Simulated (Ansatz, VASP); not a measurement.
This is a calculation of Si for VASP 6.6.1.

The input INCAR:

```
PREC = Accurate
ENCUT = 520
EDIFF = 1E-6
ISMEAR = -1
SIGMA = 0.05
LREAL = F
LASPH = T
NELM = 80
ALGO = Normal
ISIF = 2
LWAVE = F
LCHARG = T
GGA = CA
LELF = T
LVHAR = T
NBANDS = 16
```

KPOINTS

```
regular mesh
0
Gamma
  8 8 8
```

File POSCAR:

```
Si
1.0
   -3.3031251995      3.3031251995      1.9094833541
    3.3031251995     -3.3031251995      1.9094833541
    3.3031251995      3.3031251995     -1.9094833541
Si
4
Direct
    0.8211989400      0.1788010600      0.0000000000
    0.1788010600      0.8211989400      0.0000000000
    0.8211989400      0.8211989400      0.6423978800
    0.1788010600      0.1788010600      0.3576021200
```

Potentials or basis: VASP PAW LDA potentials, release 64 (Si).

Command:

```sh
$ cat potpaw_LDA.64/Si/POTCAR > POTCAR
$ mpirun -np 1 vasp_std > vasp.out
```

Question: Set up the same calculation for Ansatz 0.2.0. Potentials there: all-electron LAPW, scalar-relativistic.

Answer: As run (the cutoff follows the program's own potentials):

The input input.yaml:

```yaml
crystal:
  lattice:
    - [-3.3031251995, 3.3031251995, 1.9094833541]
    - [3.3031251995, -3.3031251995, 1.9094833541]
    - [3.3031251995, 3.3031251995, -1.9094833541]
  atoms:
    - { symbol: Si, position: [0.82119894, 0.17880106, 0.0] }
    - { symbol: Si, position: [0.17880106, 0.82119894, 0.0] }
    - { symbol: Si, position: [0.82119894, 0.82119894, 0.64239788] }
    - { symbol: Si, position: [0.17880106, 0.17880106, 0.35760212] }
kpoints:
  mp_grid: { grid: [8, 8, 8] }
scf:
  occupations: { method: fermi_dirac, width: 0.05 }
hamiltonian:
  xc: lda
  pseudopotentials: { kind: all_electron, lapw: { basis_error: 0.002 } }
output:
  forces: true
  stress: true
  eigenvalues: true
```

Potentials or basis: all-electron LAPW, scalar-relativistic.

Launch:

```sh
$ ansatz run input.yaml --threads 2 --pin off --max-ram 8192MiB --backend cpu --events-out ev --progress --plain --runs-dir out
```

Both were run:

|  | VASP | Ansatz | Ansatz less VASP |
| --- | --- | --- | --- |
| gap on the k mesh at the Fermi level (eV) | 0.15 | 0.15 | 0.000 |
| least direct gap on the mesh (eV) | 0.26 | 0.27 | +0.005 |
| pressure (GPa) | -0.1 | -0.2 | -0.07 |
| traceless stress, the component that is largest in VASP (GPa) | -0.09 | -0.07 | +0.015 |
| rms of the force components (eV/Å) | 0.004 | 0.002 | -0.0021 |

LDA's correlation is that of Perdew and Zunger in VASP and of Perdew and Wang (1992) in Ansatz. Atom by atom the forces differ by 0.002 eV/Å (rms over components). Ansatz ran all-electron here, and VASP with PAW potentials.
